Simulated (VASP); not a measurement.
# Ti (P6_3/mmc) in VASP: notebook

Ti is run at these levels: PBE; tasks: single point, relaxation of cell and atoms.

All numbers are computed with VASP 6.6.1; they aren't measurements. Logs are shortened: lines on timing, memory, paths and dates and some standing lists are left out, and cuts for length are marked.

## 1. The cell of the first run

The structure is hexagonal, space group P6_3/mmc (No. 194). The conventional cell has a = 2.824 Å, b = 2.824 Å, c = 4.484 Å, α = 90.00°, β = 90.00°, γ = 120.00°. Ti (site symmetry -6m2) has 12 Ti at 2.77 to 2.82 Å within 3.7 Å.

## 2. Single point, PBE

Contents of INCAR:

```
  PREC = Accurate
  ENCUT = 520
  EDIFF = 1E-7
  ISMEAR = -1
  SIGMA = 0.1
  LREAL = F
  LASPH = T
  NELM = 100
  ALGO = Normal
  ISIF = 2
  LWAVE = F
  LCHARG = F
  GGA = PE
  NBANDS = 19
```

Contents of KPOINTS:

```
Automatic mesh
0
Gamma
  16 16 9
```

Contents of POSCAR:

```
Ti
1.0
    2.8242658623      0.0000000000      0.0000000000
   -1.4121329312      2.4458859838      0.0000000000
    0.0000000000      0.0000000000      4.4844746670
Ti
2
Direct
    0.3333333333      0.6666666667      0.2500000000
    0.6666666667      0.3333333333      0.7500000000
```

Potentials or basis: VASP PAW PBE potentials, release 64 (Ti_sv).

Run with:

```console
> cat potpaw_PBE.64/Ti_sv/POTCAR > POTCAR
> mpirun -np 1 vasp_std > vasp.out
```

OUTCAR:

```text
PREC = Accurate
   ENCUT = 520
   EDIFF = 1E-7
   ISMEAR = -1
   LREAL = F
   LASPH = T
   NELM = 100
   ISIF = 2
   GGA = PE

 ion  position               nearest neighbor table
   1  0.333  0.667  0.250-   2 2.77   2 2.77   2 2.77   2 2.77   2 2.77   2 2.77
   2  0.667  0.333  0.750-   1 2.77   1 2.77   1 2.77   1 2.77   1 2.77   1 2.77

  LATTYP: Found a hexagonal cell.
 ALAT       =     2.8242658623
 C/A-ratio  =     1.5878372949

  Lattice vectors:

 A1 = (   2.8242658623,   0.0000000000,   0.0000000000)
 A2 = (  -1.4121329312,   2.4458859838,   0.0000000000)
 A3 = (   0.0000000000,   0.0000000000,   4.4844746670)

Analysis of symmetry for initial positions (statically):
=====================================================================
 Subroutine PRICEL returns:
 Original cell was already a primitive cell.

 Routine SETGRP: Setting up the symmetry group for a
 hexagonal supercell.

 Subroutine GETGRP returns: Found 24 space group operations
 (whereof 12 operations were pure point group operations)
 out of a pool of 24 trial point group operations.

The static configuration has the point symmetry D_3d.
 The point group associated with its full space group is D_6h.

Analysis of symmetry for dynamics (positions and initial velocities):
=====================================================================
 Subroutine PRICEL returns:
 Original cell was already a primitive cell.

 Routine SETGRP: Setting up the symmetry group for a
 hexagonal supercell.

 Subroutine GETGRP returns: Found 24 space group operations
 (whereof 12 operations were pure point group operations)
 out of a pool of 24 trial point group operations.

The dynamic configuration has the point symmetry D_3d.
 The point group associated with its full space group is D_6h.

 Subroutine INISYM returns: Found 24 space group operations
 (whereof 12 operations are pure point group operations),
 and found     1 'primitive' translations

----------------------------------------------------------------------------------------

                                     Primitive cell

  volume of cell :      30.9780

  direct lattice vectors                    reciprocal lattice vectors
     2.824265862  0.000000000  0.000000000     0.354074315  0.204424901  0.000000000
    -1.412132931  2.445885984  0.000000000     0.000000000  0.408849802  0.000000000
     0.000000000  0.000000000  4.484474667     0.000000000  0.000000000  0.222991560

  length of vectors
     2.824265862  2.824265862  4.484474667     0.408849802  0.408849802  0.222991560

  position of ions in fractional coordinates (direct lattice)
     0.333333333  0.666666667  0.250000000
     0.666666667  0.333333333  0.750000000

  ion indices of the primitive-cell ions
   primitive index   ion index
                 1           1
                 2           2

----------------------------------------------------------------------------------------

 KPOINTS: Automatic mesh

Automatic generation of k-mesh.
 Grid dimensions read from file:
 generate k-points for:   16   16    9

 Generating k-lattice:

  Cartesian coordinates                     Fractional coordinates (reciprocal lattice)
     0.022129645  0.012776556  0.000000000     0.062500000 -0.000000000  0.000000000
     0.000000000  0.025553113  0.000000000     0.000000000  0.062500000  0.000000000
     0.000000000  0.000000000  0.024776840     0.000000000  0.000000000  0.111111111

  Length of vectors
     0.025553113  0.025553113  0.024776840

  Shift w.r.t. Gamma in fractional coordinates (k-lattice)
     0.000000000  0.000000000  0.000000000

 Subroutine IBZKPT returns following result:
 ===========================================

 Found    150 irreducible k-points:

 Following reciprocal coordinates:
            Coordinates               Weight
  0.000000  0.000000  0.000000      1.000000
  0.062500  0.000000  0.000000      6.000000
  0.125000  0.000000  0.000000      6.000000
  0.187500  0.000000  0.000000      6.000000
  0.250000  0.000000  0.000000      6.000000
  0.312500  0.000000  0.000000      6.000000
[... 16 lines left out ...]
  0.187500  0.187500  0.000000      6.000000
  0.250000  0.187500  0.000000     12.000000
 [... further k-points ...]
   k-points           NKPTS =    150   k-points in BZ     NKDIM =    150   number of bands    NBANDS=     19
   number of dos      NEDOS =    301   number of ions     NIONS =      2
   total plane-waves  NPLWV =  20736
   dimension x,y,z NGX =    24 NGY =   24 NGZ =   36
   dimension x,y,z NGXF=    48 NGYF=   48 NGZF=   72
   ions per type =               2
   NGX,Y,Z   is equivalent  to a cutoff of  14.13, 14.13, 13.35 a.u.
   NGXF,Y,Z  is equivalent  to a cutoff of  28.25, 28.25, 26.69 a.u.
 SYSTEM =  unknown system
   PREC   = accura    normal or accurate (medium, high low for compatibility)
   ISTART =      0    job   : 0-new  1-cont  2-samecut
   ICHARG =      2    charge: 1-file 2-atom 10-const
   ISPIN  =      1    spin polarized calculation?
   LNONCOLLINEAR =      F non collinear calculations
   LSORBIT =      F    spin-orbit coupling
   LASPH  =      T    aspherical Exc in radial PAW
   ENCUT  =  520.0 eV  38.22 Ry    6.18 a.u.   5.25  5.25  8.34*2*pi/ulx,y,z
   NELM   =    100;   NELMIN=  2; NELMDL= -5     # of ELM steps
   EDIFF  = 0.1E-06   stopping-criterion for ELM
   LREAL  =      F    real-space projection
   EDIFFG = 0.1E-05   stopping-criterion for IOM
   NSW    =      0    number of steps for IOM
   IBRION =     -1    ionic relax: 0-MD 1-quasi-New 2-CG
   NFREE  =      0    steps in history (QN), initial steepest desc. (CG)
   ISIF   =      2    stress and relaxation
   ISYM   =      2    0-nonsym 1-usesym 2-fastsym
   POTIM  = 0.5000    time-step for ionic-motion
   TEBEG  =    0.0;   TEEND  =   0.0 temperature during run
   PSTRESS=    0.0 pullay stress
   NELECT =      24.0000    total number of electrons
   NUPDOWN=      -1.0000    fix difference up-down
   EMIN   =  10.00;   EMAX   =-10.00  energy-range for DOS
   EFERMI =   0.00;   METHOD = LEGACY
   ISMEAR =    -1;   SIGMA  =   0.10  broadening in eV -4-tet -1-fermi 0-gaus
   EFERMI_NEDOS =   21; number of points for ismear=-14 and -15
   IALGO  =     38    algorithm
   IMIX   =      4    mixing-type and parameters
     AMIX     =   0.40;   BMIX     =  1.00
     AMIX_MAG =   1.60;   BMIX_MAG =  1.00
  volume/ion in A,a.u.               =      15.49       104.52
  Fermi-wavevector in a.u.,A,eV,Ry     =   1.503583  2.841360 30.759539  2.260762
  Thomas-Fermi vector in A             =   2.614674
   LORBIT       =      0    0 simple, 1 ext, 2 COOP (PROOUT), +10 PAW based schemes
   GGA     = PE    functional components
[... 5 lines left out ...]
 non-spin polarized calculation
  energy-cutoff  :      520.00
  volume of cell :       30.98
 maximum number of plane-waves:       845
 NGX is ok and might be reduce to    24
   NGX = 11   NGY = 11   NGZ = 17

 number of electron      24.0000001 magnetization

 Free energy of the ion-electron system (eV)
  ---------------------------------------------------
  ext. energy  EPLUGINS =         0.00000000
  ---------------------------------------------------
  free energy    TOTEN  =       -15.53958197 eV

  energy without entropy =      -15.47179384  energy(sigma->0) =      -15.50568791

 E-fermi :   9.5841     XC(G=0): -12.0477

 val. band max:        9.5821232597   @ k =   0.0625   0.0625   0.4444
 cond. band min:       9.6116170280   @ k =   0.1250   0.0625   0.2222
 fundamental gap:      0.0294937683
 Fermi energy:         9.5841319444

 k-point     1 :       0.0000    0.0000    0.0000
  band No.  band energies     occupation
      1     -47.0707      2.00000
      2     -46.8567      2.00000
      3     -23.7973      2.00000
      4     -22.8977      2.00000
      5     -22.8977      2.00000
      6     -22.7831      2.00000
[... 11 lines left out ...]
     18      11.4560      0.00000
     19      13.2250      0.00000

 k-point     2 :       0.0625    0.0000    0.0000
  band No.  band energies     occupation
      1     -47.0645      2.00000
      2     -46.8542      2.00000
      3     -23.7849      2.00000
      4     -22.9238      2.00000
      5     -22.9063      2.00000
      6     -22.7881      2.00000
[... 11 lines left out ...]
     18      11.3822      0.00000
     19      13.2659      0.00000

 k-point     3 :       0.1250    0.0000    0.0000
  band No.  band energies     occupation
      1     -47.0469      2.00000
      2     -46.8472      2.00000
      3     -23.7486      2.00000
      4     -22.9983      2.00000
      5     -22.9304      2.00000
      6     -22.8619      2.00000
[... 11 lines left out ...]
     18      11.3398      0.00000
     19      13.3639      0.00000

 k-point     4 :       0.1875    0.0000    0.0000
  band No.  band energies     occupation
      1     -47.0198      2.00000
      2     -46.8374      2.00000
      3     -23.6914      2.00000
      4     -23.1106      2.00000
      5     -22.9729      2.00000
      6     -22.9652      2.00000
[... 11 lines left out ...]
     18      11.7094      0.00000
     19      13.4755      0.00000

 k-point     5 :       0.2500    0.0000    0.0000
  band No.  band energies     occupation
      1     -46.9865      2.00000
      2     -46.8270      2.00000
      3     -23.6180      2.00000
      4     -23.2438      2.00000
      5     -23.0995      2.00000
      6     -23.0048      2.00000
[... 11 lines left out ...]
     18      12.1764      0.00000
     19      13.5726      0.00000
[... 334 lines left out ...]
      2     -46.8141      2.00000
      3     -23.5381      2.00000
      4     -23.3707      2.00000
      5     -23.3566      2.00000
      6     -23.1458      2.00000
[... 11 lines left out ...]
     18      13.5939      0.00000
     19      14.5153      0.00000

 k-point    22 :       0.4375    0.1250    0.0000
  band No.  band energies     occupation
      1     -46.8745      2.00000
      2     -46.8156      2.00000
      3     -23.5622      2.00000
      4     -23.3849      2.00000
      5     -23.3264      2.00000
      6     -23.1588      2.00000
[... 11 lines left out ...]
     18      13.5982      0.00000
     19      14.9468      0.00000

 k-point    23 :       0.1875    0.1875    0.0000
  band No.  band energies     occupation
      1     -46.9427      2.00000
      2     -46.8168      2.00000
      3     -23.5148      2.00000
      4     -23.3080      2.00000
      5     -23.2968      2.00000
      6     -23.0394      2.00000
[... 11 lines left out ...]
     18      13.2309      0.00000
     19      13.5110      0.00000

 k-point    24 :       0.2500    0.1875    0.0000
  band No.  band energies     occupation
      1     -46.9117      2.00000
      2     -46.8132      2.00000
      3     -23.4352      2.00000
      4     -23.4074      2.00000
      5     -23.3368      2.00000
      6     -23.1017      2.00000
[... 11 lines left out ...]
     18      13.5055      0.00000
     19      13.8922      0.00000

 [... further k-points ...]
[... 5 lines left out ...]
  --------------------------------------------------------------------------------------
  -------------------------------------------------------------------------------------
  Total        2.9929494      2.9929494      2.9944934     -0.0000000     -0.0000000      0.0000000
  in kB      154.7948816    154.7948816    154.8747356     -0.0000000     -0.0000000      0.0000000
  external PRESSURE =     154.8214996 kB  Pullay stress =       0.0000000 kB

 VOLUME and BASIS-vectors are now :
 -----------------------------------------------------------------------------
  energy-cutoff  :      520.00
  volume of cell :       30.98
      direct lattice vectors                 reciprocal lattice vectors
     2.824265862  0.000000000  0.000000000     0.354074315  0.204424901  0.000000000
    -1.412132931  2.445885984  0.000000000     0.000000000  0.408849802  0.000000000
     0.000000000  0.000000000  4.484474667     0.000000000  0.000000000  0.222991560

 POSITION                                       TOTAL-FORCE (eV/Angst)
 -----------------------------------------------------------------------------------
     -0.00000      1.63059      1.12112         0.000000     -0.000000      0.000000
      1.41213      0.81530      3.36336        -0.000000      0.000000      0.000000
 -----------------------------------------------------------------------------------
    total drift:                                0.000000     -0.000000      0.000000

  FREE ENERGIE OF THE ION-ELECTRON SYSTEM (eV)
  ---------------------------------------------------
  free  energy   TOTEN  =       -15.5395819744 eV

  energy  without entropy=      -15.4717938421  energy(sigma->0) =      -15.50568791
```

Run time: 66 s. Hardware: 1 thread of Intel Xeon 6975P-C (Granite Rapids), shared host; peak memory 0.19 GiB.

What came out:

```
Free energy            : -15.5396 eV
Pressure               : 15.5 GPa
Band gap on the k mesh : zero (band 12 reaches 10.44 eV, above the bottom of band 13 at 9.33 eV)
```

## 3. Relaxation of cell and atoms, PBE, target pressure 16 GPa, at which the enthalpy is minimised

This run uses another cell than the first one, of 15.40 Å³/atom, 0.994 times its volume.

Contents of INCAR:

```
PREC = Accurate ; ENCUT = 600
EDIFF = 1E-7 ; ISMEAR = -1
SIGMA = 0.1 ; LREAL = F
LASPH = T ; NELM = 100
ALGO = Normal ; ISIF = 3
LWAVE = F ; LCHARG = F
GGA = PE ; IBRION = 2
NSW = 60 ; EDIFFG = -0.005
PSTRESS = 160.0
```

Contents of KPOINTS:

```
regular mesh
0
Gamma
  16 16 9
```

Contents of POSCAR:

```
Ti
1.0
    2.8002719404      0.0000000000      0.0000000000
   -1.4001359702      2.4251066379      0.0000000000
    0.0000000000      0.0000000000      4.5364405435
Ti
2
Direct
    0.3333333333      0.6666666667      0.2500000000
    0.6666666667      0.3333333333      0.7500000000
```

Potentials or basis: VASP PAW PBE potentials, release 64 (Ti_sv).

Run with:

```console
> cat potpaw_PBE.64/Ti_sv/POTCAR > POTCAR
> mpirun -np 1 vasp_std > vasp.out
```

Run time: 3.9 min. Hardware: 1 thread of Intel Xeon 6975P-C (Granite Rapids), shared host; peak memory 0.21 GiB.

It converged, with:

* Free energy: -15.5286 eV
* Relaxed volume: 15.44 Å³/atom
* Relaxed cell: a = 2.820 Å, b = 2.820 Å, c = 4.481 Å, α = 90.00°, β = 90.00°, γ = 120.00°
* Space group after relaxing (to 0.05 Å): P6_3/mmc (No. 194)
* Energy change on relaxing (the enthalpy is what falls): -5.0 meV/atom
* Ionic steps: 5
* Pressure after relaxing: 16.0 GPa
* Band gap on the k mesh: zero (band 12 reaches 10.48 eV, above the bottom of band 13 at 9.37 eV)

The path:
| step | energy change (eV) | largest force (eV/Å) | pressure (GPa) | volume (Å³) |
| --- | --- | --- | --- | --- |
| 1 | 0.0000 | 0.0000 | 16.32 | 30.81 |
| 2 | -0.0164 | 0.0000 | 15.62 | 30.94 |
| 3 | -0.0219 | 0.0000 | 15.37 | 31.00 |
| 4 | 0.0037 | 0.0000 | 16.76 | 30.74 |
| 5 | -0.0100 | 0.0000 | 16.02 | 30.87 |

Final structure:
```
Ti
1.0
     2.82042    0.00000    0.00000
    -1.41021    2.44255    0.00000
     0.00000    0.00000    4.48149
Ti
2
Direct
  0.33333 0.66667 0.25000
  0.66667 0.33333 0.75000
```

Levels at points of the mesh, in eV from the Fermi level:
| k point | band 9 | band 10 | band 11 | band 12 | band 13 | band 14 | band 15 | band 16 |
| --- | --- | --- | --- | --- | --- | --- | --- | --- |
| (0.00, 0.00, 0.00) | -6.45 | -2.97 | 0.86 | 0.86 | 0.98 | 1.14 | 1.44 | 1.44 |
| (0.50, 0.00, 0.00) | -2.51 | -2.48 | -2.15 | -0.44 | 0.54 | 0.76 | 1.37 | 3.90 |

Caveat: the cell is relaxed towards a set pressure, so the enthalpy falls and the energy may rise.

## 4. Relaxation of cell and atoms, PBE, target pressure 16 GPa, at which the enthalpy is minimised

Contents of INCAR:

```
ALGO = Normal
EDIFF = 1E-6
EDIFFG = -0.005
ENCUT = 600
GGA = PE
IBRION = 2
ISIF = 3
ISMEAR = -1
LASPH = T
LCHARG = F
LREAL = F
LWAVE = F
NELM = 80
NSW = 32
PREC = Accurate
PSTRESS = 160.0
SIGMA = 0.1
```

Contents of KPOINTS:

```
k-points
0
Gamma
  16 16 9
```

Contents of POSCAR:

```
Ti
1.0
    2.8242658623      0.0000000000      0.0000000000
   -1.4121329312      2.4458859838      0.0000000000
    0.0000000000      0.0000000000      4.4844746670
Ti
2
Direct
    0.3333333333      0.6666666667      0.2500000000
    0.6666666667      0.3333333333      0.7500000000
```

Run with:

```console
> cat potpaw_PBE.64/Ti_sv/POTCAR > POTCAR
> mpirun -np 1 vasp_std > vasp.out
```

Run time: 2.5 min. Hardware: 1 thread of Intel Xeon 6975P-C (Granite Rapids), shared host; peak memory 0.22 GiB.

The run converged. Its results:

* Free energy: -15.5291 eV
* Relaxed volume: 15.44 Å³/atom
* Relaxed cell: a = 2.821 Å, b = 2.821 Å, c = 4.480 Å, α = 90.00°, β = 90.00°, γ = 120.00°
* Space group after relaxing (to 0.05 Å): P6_3/mmc (No. 194)
* Energy change on relaxing (the enthalpy is what falls): +4.9 meV/atom
* Ionic steps: 3
* Pressure after relaxing: 16.0 GPa
* Band gap on the k mesh: zero (band 12 reaches 10.48 eV, above the bottom of band 13 at 9.37 eV)

The path:
```csv
step,energy change (eV),largest force (eV/Å),pressure (GPa),volume (Å³)
1,0.0000,0.0000,15.53,30.98
2,0.0204,0.0000,16.55,30.77
3,0.0099,0.0000,16.01,30.88
```

Final structure:
```
Ti
1.0
     2.82120    0.00000    0.00000
    -1.41060    2.44323    0.00000
     0.00000    0.00000    4.47965
Ti
2
Cartesian
  0.0000 1.6288 1.1199
  1.4106 0.8144 3.3597
```

Levels at points of the mesh, in eV from the Fermi level:
```csv
k point,band 8,band 9,band 10,band 11,band 12,band 13,band 14,band 15,band 16
"(0.00, 0.00, 0.00)",-32.33,-6.45,-2.97,0.86,0.86,0.98,1.14,1.44,1.44
"(0.50, 0.00, 0.00)",-32.44,-2.51,-2.48,-2.15,-0.44,0.53,0.76,1.37,3.90
```

Caveat: the cell is relaxed towards a set pressure, so the enthalpy falls and the energy may rise.

## 5. The runs side by side

| task | cell | cutoff (eV) | gap on the mesh (eV) | pressure (GPa) |
| --- | --- | --- | --- | --- |
| single point | a = 2.824, b = 2.824, c = 4.484 Å, angles 90.0, 90.0, 120.0°, 2 atoms | 520 | none | 15.5 |
| relaxation of cell and atoms | relaxed to 16 GPa from a = 2.800, b = 2.800, c = 4.536 Å, angles 90.0, 90.0, 120.0°, 2 atoms | 600 | none | 16.0 |
| relaxation of cell and atoms | relaxed to 16 GPa from a = 2.824, b = 2.824, c = 4.484 Å, angles 90.0, 90.0, 120.0°, 2 atoms | 600 | none | 16.0 |

Alike in all rows: level PBE; potentials or basis VASP PAW PBE potentials, release 64 (Ti_sv); no spin polarisation; k mesh 16 × 16 × 9; smearing fermi-dirac 0.1 eV.

Caveats: the cell is relaxed towards a set pressure, so the enthalpy falls and the energy may rise (some runs).

Total energies depend on the potentials used, so only differences within one code and one set of settings carry meaning.
